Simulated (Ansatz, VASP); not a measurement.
TiO: VASP beside Ansatz

```
CELL_PARAMETERS angstrom
5.12047 0.00000 0.00000
-2.56024 4.43446 0.00000
0.00000 0.00000 2.71049
ATOMIC_POSITIONS crystal
Ti 0.66667 0.33333 0.50000
Ti 0.33333 0.66667 0.50000
Ti 0.00000 0.00000 0.00000
O 0.60577 0.60577 0.00000
O 0.39423 0.00000 0.00000
O 0.00000 0.39423 0.00000
```

Alike in both runs: task single point; functional r2SCAN; k mesh 12 × 12 × 18; occupations gaussian, width 0.15 eV; no spin polarisation.

|  | VASP | Ansatz |
| --- | --- | --- |
| version | VASP 6.6.1 | Ansatz 0.2.0 |
| potentials or method | VASP PAW PBE potentials, release 64 (Ti_sv, O), cutoff 520 eV | scalar-relativistic, plane waves, PAW |
| valence electrons in the cell | 54 | 54 |

|  | VASP | Ansatz | Ansatz less VASP |
| --- | --- | --- | --- |
| gap on the k mesh at the Fermi level (eV) | none | none | - |
| pressure (GPa) | 2.4 | 0.7 | -1.66 |
| traceless stress, the component that is largest in VASP (GPa) | 18.12 | 17.97 | -0.151 |
| rms of the force components (eV/Å) | 0.102 | 0.105 | +0.0024 |

VASP's potentials were made for PBE, not for r2SCAN. Atom by atom the forces differ by 0.002 eV/Å (rms over components). A gap of «none» marks a metal or a gap that the smearing closes. With one functional, cell and mesh, what is left measures potentials, basis and numerics.
